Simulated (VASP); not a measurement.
Input of a VASP 6.6.1 run:

File INCAR:

```
ALGO = Normal ; EDIFF = 1E-6
ENCUT = 520 ; GGA = PS
ISIF = 2 ; ISMEAR = 0
LASPH = T ; LCHARG = F
LREAL = F ; LWAVE = F
NBANDS = 11 ; NELM = 60
PREC = Accurate ; SIGMA = 0.02
```

KPOINTS

```
k-points
0
Gamma
  12 12 12
```

The input POSCAR:

```
BN
1.0
    0.0000000000      1.8130010000      1.8130010000
    1.8130010000      0.0000000000      1.8130010000
    1.8130010000      1.8130010000      0.0000000000
B N
1 1
Direct
    0.0000000000      0.0000000000      0.0000000000
    0.7251792746      0.7748207254      0.7748207254
```

Potentials or basis: VASP PAW PBE potentials, release 64 (B, N).

Launch:

```sh
$ cat potpaw_PBE.64/B/POTCAR potpaw_PBE.64/N/POTCAR > POTCAR
$ mpirun -np 1 vasp_std > vasp.out
```

(1) What does it give for the largest force?

(2) What does it give for the pressure?

Results:

(1) 2.098 eV/Å.

(2) -3.4 GPa.

Caveat: the cell differs from its parent crystal (one atom moved); the PAW data sets were made with another functional, which shifts forces and pressure a little.
